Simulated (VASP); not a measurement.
# Ge (Fm-3m) in VASP: a series of runs

Runs on Ge. Level: PBE. Tasks: single point, relaxation of volume and atoms at fixed shape.

Program: VASP 6.6.1. These are calculated values, not measurements. Logs are shortened: lines on timing, memory, paths and dates and some standing lists are left out, and cuts for length are marked.

## 1. The cell of the first run

The structure is cubic, space group Fm-3m (No. 225). Conventional cell: a = 4.270 Å, b = 4.270 Å, c = 4.270 Å, α = 90.00°, β = 90.00°, γ = 90.00°. Ge (site symmetry m-3m) has 12 Ge at 3.02 Å within 4.0 Å.

This isn't the form of Ge at room conditions, which is diamond.

## 2. Single point, PBE

The input, INCAR:

```
PREC = Accurate
ENCUT = 500
EDIFF = 1E-6
ISMEAR = 1
SIGMA = 0.1
LREAL = False
LASPH = True
NELM = 120
ALGO = Normal
ISIF = 2
LWAVE = False
LCHARG = False
GGA = PE
NBANDS = 13
GGA_COMPAT = False
```

The input, KPOINTS:

```
Automatic mesh
0
Gamma
  7 7 7
```

The input, POSCAR:

```
Ge
1.0
    0.0000000000      2.1349084369      2.1349084369
    2.1349084369      0.0000000000      2.1349084369
    2.1349084369      2.1349084369      0.0000000000
Ge
1
Direct
    0.0000000000      0.0000000000      0.0000000000
```

Potentials or basis: VASP PAW PBE potentials, release 64 (Ge_d).

The run is started by

```console
cat potpaw_PBE.64/Ge_d/POTCAR > POTCAR
mpirun -np 1 vasp_std > vasp.out
```

OUTCAR:

```text
PREC = Accurate
   ENCUT = 500
   EDIFF = 1E-6
   ISMEAR = 1
   LREAL = False
   LASPH = True
   NELM = 120
   ISIF = 2
   GGA = PE

 ion  position               nearest neighbor table
   1  0.000  0.000  0.000-

  LATTYP: Found a face centered cubic cell.
 ALAT       =     4.2698168738

  Lattice vectors:

 A1 = (   0.0000000000,   2.1349084369,   2.1349084369)
 A2 = (   2.1349084369,   0.0000000000,   2.1349084369)
 A3 = (   2.1349084369,   2.1349084369,   0.0000000000)

Analysis of symmetry for initial positions (statically):
=====================================================================
 Subroutine PRICEL returns:
 Original cell was already a primitive cell.

 Routine SETGRP: Setting up the symmetry group for a
 face centered cubic supercell.

 Subroutine GETGRP returns: Found 48 space group operations
 (whereof 48 operations were pure point group operations)
 out of a pool of 48 trial point group operations.

The static configuration has the point symmetry O_h .

Analysis of symmetry for dynamics (positions and initial velocities):
=====================================================================
 Subroutine PRICEL returns:
 Original cell was already a primitive cell.

 Routine SETGRP: Setting up the symmetry group for a
 face centered cubic supercell.

 Subroutine GETGRP returns: Found 48 space group operations
 (whereof 48 operations were pure point group operations)
 out of a pool of 48 trial point group operations.

The dynamic configuration has the point symmetry O_h .

 Subroutine INISYM returns: Found 48 space group operations
 (whereof 48 operations are pure point group operations),
 and found     1 'primitive' translations

----------------------------------------------------------------------------------------

                                     Primitive cell

  volume of cell :      19.4611

  direct lattice vectors                    reciprocal lattice vectors
     0.000000000  2.134908437  2.134908437    -0.234202082  0.234202082  0.234202082
     2.134908437  0.000000000  2.134908437     0.234202082 -0.234202082  0.234202082
     2.134908437  2.134908437  0.000000000     0.234202082  0.234202082 -0.234202082

  length of vectors
     3.019216466  3.019216466  3.019216466     0.405649905  0.405649905  0.405649905

  position of ions in fractional coordinates (direct lattice)
     0.000000000  0.000000000  0.000000000

  ion indices of the primitive-cell ions
   primitive index   ion index
                 1           1

----------------------------------------------------------------------------------------

 KPOINTS: Automatic mesh

Automatic generation of k-mesh.
 Grid dimensions read from file:
 generate k-points for:    7    7    7

 Generating k-lattice:

  Cartesian coordinates                     Fractional coordinates (reciprocal lattice)
    -0.033457440  0.033457440  0.033457440     0.142857143  0.000000000  0.000000000
     0.033457440 -0.033457440  0.033457440     0.000000000  0.142857143  0.000000000
     0.033457440  0.033457440 -0.033457440     0.000000000  0.000000000  0.142857143

  Length of vectors
     0.057949986  0.057949986  0.057949986

  Shift w.r.t. Gamma in fractional coordinates (k-lattice)
     0.000000000  0.000000000  0.000000000

 Subroutine IBZKPT returns following result:
 ===========================================

 Found     20 irreducible k-points:

 Following reciprocal coordinates:
            Coordinates               Weight
  0.000000  0.000000  0.000000      1.000000
  0.142857  0.000000  0.000000      8.000000
  0.285714  0.000000  0.000000      8.000000
  0.428571  0.000000  0.000000      8.000000
  0.142857  0.142857  0.000000      6.000000
  0.285714  0.142857  0.000000     24.000000
[... 12 lines left out ...]
 -0.428571  0.428571  0.142857     24.000000
 -0.285714  0.428571  0.142857     24.000000
   k-points           NKPTS =     20   k-points in BZ     NKDIM =     20   number of bands    NBANDS=     13
   number of dos      NEDOS =    301   number of ions     NIONS =      1
   total plane-waves  NPLWV =  13824
   dimension x,y,z NGX =    24 NGY =   24 NGZ =   24
   dimension x,y,z NGXF=    48 NGYF=   48 NGZF=   48
   ions per type =               1
   NGX,Y,Z   is equivalent  to a cutoff of  13.22, 13.22, 13.22 a.u.
   NGXF,Y,Z  is equivalent  to a cutoff of  26.43, 26.43, 26.43 a.u.
 SYSTEM =  unknown system
   PREC   = accura    normal or accurate (medium, high low for compatibility)
   ISTART =      0    job   : 0-new  1-cont  2-samecut
   ICHARG =      2    charge: 1-file 2-atom 10-const
   ISPIN  =      1    spin polarized calculation?
   LNONCOLLINEAR =      F non collinear calculations
   LSORBIT =      F    spin-orbit coupling
   LASPH  =      T    aspherical Exc in radial PAW
   ENCUT  =  500.0 eV  36.75 Ry    6.06 a.u.   5.50  5.50  5.50*2*pi/ulx,y,z
   NELM   =    120;   NELMIN=  2; NELMDL= -5     # of ELM steps
   EDIFF  = 0.1E-05   stopping-criterion for ELM
   LREAL  =      F    real-space projection
   EDIFFG = 0.1E-04   stopping-criterion for IOM
   NSW    =      0    number of steps for IOM
   IBRION =     -1    ionic relax: 0-MD 1-quasi-New 2-CG
   NFREE  =      0    steps in history (QN), initial steepest desc. (CG)
   ISIF   =      2    stress and relaxation
   ISYM   =      2    0-nonsym 1-usesym 2-fastsym
   POTIM  = 0.5000    time-step for ionic-motion
   TEBEG  =    0.0;   TEEND  =   0.0 temperature during run
   PSTRESS=    0.0 pullay stress
   NELECT =      14.0000    total number of electrons
   NUPDOWN=      -1.0000    fix difference up-down
   EMIN   =  10.00;   EMAX   =-10.00  energy-range for DOS
   EFERMI =   0.00;   METHOD = LEGACY
   ISMEAR =     1;   SIGMA  =   0.10  broadening in eV -4-tet -1-fermi 0-gaus
   EFERMI_NEDOS =   21; number of points for ismear=-14 and -15
   IALGO  =     38    algorithm
   IMIX   =      4    mixing-type and parameters
     AMIX     =   0.40;   BMIX     =  1.00
     AMIX_MAG =   1.60;   BMIX_MAG =  1.00
  volume/ion in A,a.u.               =      19.46       131.33
  Fermi-wavevector in a.u.,A,eV,Ry     =   1.466881  2.772003 29.276204  2.151740
  Thomas-Fermi vector in A             =   2.582566
   LORBIT       =      0    0 simple, 1 ext, 2 COOP (PROOUT), +10 PAW based schemes
   GGA     = PE    functional components
   LHFCALC =     F    Hartree Fock is set to
   AEXX    =    0.0000 exact exchange contribution
   IVDW    =     0    specifies the selected vdW correction
   LEPSILON=     F    determine dielectric tensor
   LRPA    =     F    only Hartree local field effects (RPA)
 non-spin polarized calculation
 Methfessel and Paxton  Order N= 1 SIGMA  =   0.10
  energy-cutoff  :      500.00
  volume of cell :       19.46
 maximum number of plane-waves:       531
 NGX is ok and might be reduce to    24
   NGX = 11   NGY = 11   NGZ = 11

 number of electron      14.0000012 magnetization

 Free energy of the ion-electron system (eV)
  ---------------------------------------------------
  ext. energy  EPLUGINS =         0.00000000
  ---------------------------------------------------
  free energy    TOTEN  =        -4.17308635 eV

  energy without entropy =       -4.17134058  energy(sigma->0) =       -4.17250443

 E-fermi :   6.7032     XC(G=0): -11.1437

 val. band max:        6.4916068508   @ k =  -0.4286   0.4286   0.0000
 cond. band min:       6.7184403618   @ k =  -0.4286   0.4286   0.1429
 fundamental gap:      0.2268335109
 Fermi energy:         6.7031521311

 k-point     1 :       0.0000    0.0000    0.0000
  band No.  band energies     occupation
      1     -18.2573      2.00000
      2     -18.2573      2.00000
      3     -18.2573      2.00000
      4     -18.2127      2.00000
      5     -18.2127      2.00000
      6      -6.4495      2.00000
      7      15.1649      0.00000
      8      15.1649      0.00000
      9      15.1649      0.00000
     10      20.3420      0.00000
     11      20.3420      0.00000
     12      20.3420      0.00000
     13      21.4261      0.00000

 k-point     2 :       0.1429    0.0000    0.0000
  band No.  band energies     occupation
      1     -18.2569      2.00000
      2     -18.2493      2.00000
      3     -18.2493      2.00000
      4     -18.2117      2.00000
      5     -18.2117      2.00000
      6      -5.9530      2.00000
      7      11.5214      0.00000
      8      14.5507      0.00000
      9      14.5507      0.00000
     10      18.9588      0.00000
     11      21.3681      0.00000
     12      21.3681      0.00000
     13      23.9538      0.00000

 k-point     3 :       0.2857    0.0000    0.0000
  band No.  band energies     occupation
      1     -18.2573      2.00000
      2     -18.2466      2.00000
      3     -18.2466      2.00000
      4     -18.1944      2.00000
      5     -18.1944      2.00000
      6      -4.4735      2.00000
      7       6.4076      2.00024
      8      13.6823      0.00000
      9      13.6823      0.00000
     10      18.3247      0.00000
     11      20.4949      0.00000
     12      20.4949      0.00000
     13      22.1715      0.00000
[... 241 lines left out ...]
 k-point    19 :      -0.4286    0.4286    0.1429
  band No.  band energies     occupation
      1     -18.2800      2.00000
      2     -18.2602      2.00000
      3     -18.1978      2.00000
      4     -18.1789      2.00000
      5     -18.1633      2.00000
      6      -0.0824      2.00000
      7       4.2982      2.00000
      8       6.7184      0.74456
      9       7.5076     -0.00000
     10      16.4755      0.00000
     11      17.0754      0.00000
     12      25.0465      0.00000
     13      29.2847      0.00000

 k-point    20 :      -0.2857    0.4286    0.1429
  band No.  band energies     occupation
      1     -18.2630      2.00000
      2     -18.2364      2.00000
      3     -18.2186      2.00000
      4     -18.1964      2.00000
      5     -18.1638      2.00000
      6       0.9398      2.00000
      7       4.0851      2.00000
      8       4.3970      2.00000
      9       7.8339     -0.00000
     10      17.3695      0.00000
     11      21.5706      0.00000
     12      23.4715      0.00000
     13      24.2091      0.00000

------------------------ aborting loop because EDIFF is reached ----------------------------------------

  FORCE on cell =-STRESS in cart. coord.  units (eV):
  Direction    XX          YY          ZZ          XY          YZ          ZX
  --------------------------------------------------------------------------------------
  -------------------------------------------------------------------------------------
  Total       -0.0167469     -0.0167469     -0.0167469      0.0000000      0.0000000     -0.0000000
  in kB       -1.3787264     -1.3787264     -1.3787264      0.0000000      0.0000000     -0.0000000
  external PRESSURE =      -1.3787264 kB  Pullay stress =       0.0000000 kB

 VOLUME and BASIS-vectors are now :
 -----------------------------------------------------------------------------
  energy-cutoff  :      500.00
  volume of cell :       19.46
      direct lattice vectors                 reciprocal lattice vectors
     0.000000000  2.134908437  2.134908437    -0.234202082  0.234202082  0.234202082
     2.134908437  0.000000000  2.134908437     0.234202082 -0.234202082  0.234202082
     2.134908437  2.134908437  0.000000000     0.234202082  0.234202082 -0.234202082

 POSITION                                       TOTAL-FORCE (eV/Angst)
 -----------------------------------------------------------------------------------
      0.00000      0.00000      0.00000        -0.000000     -0.000000     -0.000000
 -----------------------------------------------------------------------------------
    total drift:                               -0.000000     -0.000000      0.000000

  FREE ENERGIE OF THE ION-ELECTRON SYSTEM (eV)
  ---------------------------------------------------
  free  energy   TOTEN  =        -4.1730863499 eV

  energy  without entropy=       -4.1713405827  energy(sigma->0) =       -4.17250443
```

It took 3 s on 1 thread of AMD EPYC 9R45 (Zen 5), shared host; peak memory 0.1 GiB.

Results:

```yaml
Free_energy: -4.1731 eV
Pressure: -0.1 GPa
Band_gap_on_the_k_mesh: zero (bands 7 and 8 overlap by 10.77 eV)
```

Caveat: the k points lie up to 0.36 Å⁻¹ apart, too coarse for converged energies and pressures of a metal.

(Continued in part 2 of 2.)
